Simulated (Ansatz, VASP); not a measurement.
## Two plane-wave programs on TiC

```
Ti C
1.0
     0.00000    2.14662    2.14662
     2.14662    0.00000    2.14662
     2.14662    2.14662    0.00000
Ti C
1 1
Direct
  0.00000 0.00000 0.00000
  0.50000 0.50000 0.50000
```

Alike in both runs: functional PBEsol; k mesh 16 × 16 × 16; occupations gaussian, width 0.1 eV; no spin polarisation.

Ansatz relaxed the structure, and its values are those at the end. VASP's run is a single point on that final structure, the one shown.

```csv
,VASP,Ansatz
version,VASP 6.6.1,Ansatz 0.2.0
potentials or method,"VASP PAW PBE potentials, release 64 (Ti_sv, C), cutoff 600 eV","scalar-relativistic, plane waves, PAW"
valence electrons in the cell,16,16
```

Ansatz gave:

| Property | Result |
| --- | --- |
| gap on the k mesh at the Fermi level (eV) | none |
| pressure (GPa) | 0.0 |

**Question.** Estimate VASP's values.

**Answer.** gap on the k mesh at the Fermi level (eV): none; pressure (GPa): 0.2.

VASP's potentials were made for PBE, not for PBEsol. A gap of «none» marks a metal or a gap that the smearing closes. With one functional, cell and mesh, what is left measures potentials, basis and numerics.
